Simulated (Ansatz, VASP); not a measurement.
## Two plane-wave programs on InSbO

```
In Sb O
1.0
     3.88579    0.00000    0.00000
    -1.94290    3.36519    0.00000
     0.00000    0.00000    5.33982
In Sb O
1 1 1
Direct
  0.00000 0.00000 0.00000
  0.33333 0.66667 0.50000
  0.66667 0.33333 0.50000
```

Change from the starting cell: species swapped into the NdAlSi type (P-6m2, No. 187).

Alike in both runs: functional PBE; k mesh 12 × 12 × 8; occupations gaussian, width 0.1 eV; no spin polarisation.

Ansatz relaxed the structure, and its values are those at the end. VASP's run is a single point on that final structure, the one shown.

|  | VASP | Ansatz |
| --- | --- | --- |
| version | VASP 6.6.1 | Ansatz 0.2.0 |
| potentials or method | VASP PAW PBE potentials, release 64 (In_d, Sb, O), cutoff 520 eV | scalar-relativistic, plane waves, PAW |
| valence electrons in the cell | 24 | 34 |

VASP gave:

```
gap on the k mesh at the Fermi level (eV) : none
pressure (GPa)                            : -0.3
```

Q: What did Ansatz give for the same quantities?

A: gap on the k mesh at the Fermi level (eV): none; pressure (GPa): 0.0.

A gap of «none» marks a metal or a gap that the smearing closes. The functional is the same, so the differences come from potentials, cutoffs and numerics. VASP's potentials hold 24 valence electrons a cell and Ansatz's 34, so a difference there can come from the potentials and not from the codes.

Neither program's run includes spin-orbit coupling.
